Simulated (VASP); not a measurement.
LaOs3: single point with LDA

LaOs3:

```
La Os
1.0
     4.14707    0.00000    0.00000
     0.00000    4.14707    0.00000
     0.00000    0.00000    4.14707
La Os
1 3
Direct
  0.00000 0.00000 0.00000
  0.00000 0.50000 0.50000
  0.50000 0.50000 0.00000
  0.50000 0.00000 0.50000
```

* Program: VASP 6.6.1
* Task: single point
* Functional: LDA
* Potentials or basis: VASP PAW LDA potentials, release 64 (La, Os)
* Cutoff: 520 eV
* k mesh: 8 × 8 × 8
* Occupations: gaussian, width 0.05 eV
* Spin: no spin polarisation

* Pressure: -11.2 GPa
* Band gap on the k mesh: zero (an odd number of electrons rules out a gap without spin polarisation)

Levels at points of the mesh, in eV from the Fermi level:
```tsv
k point	band 14	band 15	band 16	band 17	band 18	band 19	band 20	band 21
(0.00, 0.00, 0.00)	-1.07	0.83	0.83	2.07	2.55	2.55	3.43	3.43
(0.50, 0.00, 0.00)	-1.74	-0.80	-0.64	-0.41	0.02	0.02	1.08	3.25
(0.50, 0.50, 0.00)	-1.45	-0.70	-0.64	-0.43	-0.43	-0.24	-0.10	0.26
(0.50, 0.50, 0.50)	-1.25	-0.48	-0.48	-0.14	2.09	3.42	3.46	3.46
```

Run time: 3 min on 1 thread of Intel(R) Xeon(R) Platinum 8259CL CPU @ 2.50GHz (Skylake/Cascade Lake), on a shared host, peak memory 0.21 GiB.

Caveat: the cell stands under tension; spin-orbit coupling is left out, which moves the levels of the heavy elements.
